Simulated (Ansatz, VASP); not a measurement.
# Se: VASP beside Ansatz

```xyz
3
Lattice="4.7685 0.0000 0.0000 -2.3843 4.1297 0.0000 0.0000 0.0000 3.4634" Properties=species:S:1:pos:R:3 pbc="T T T"
Se    0.0000    0.0000    0.0000
Se    0.0000    2.7531    1.7317
Se    2.3843    1.3766    1.7317
```

Alike in both runs: task single point; functional revPBE; k mesh 9 × 9 × 10; occupations fermi-dirac, width 0.1 eV; no spin polarisation.

```csv
,VASP,Ansatz
version,VASP 6.6.1,Ansatz 0.2.0
potentials or method,"VASP PAW PBE potentials, release 64 (Se), cutoff 520 eV","plane waves (420 eV) with PAW, scalar-relativistic"
valence electrons in the cell,18,48
```

```tsv
	VASP	Ansatz	Ansatz less VASP
pressure (GPa)	-2.2	-2.2	+0.02
traceless stress, the component that is largest in VASP (GPa)	1.04	1.02	-0.016
```

VASP's potentials were made for PBE, not for revPBE. VASP's potentials hold 18 valence electrons a cell and Ansatz's 48, so a difference there can come from the potentials and not from the codes.
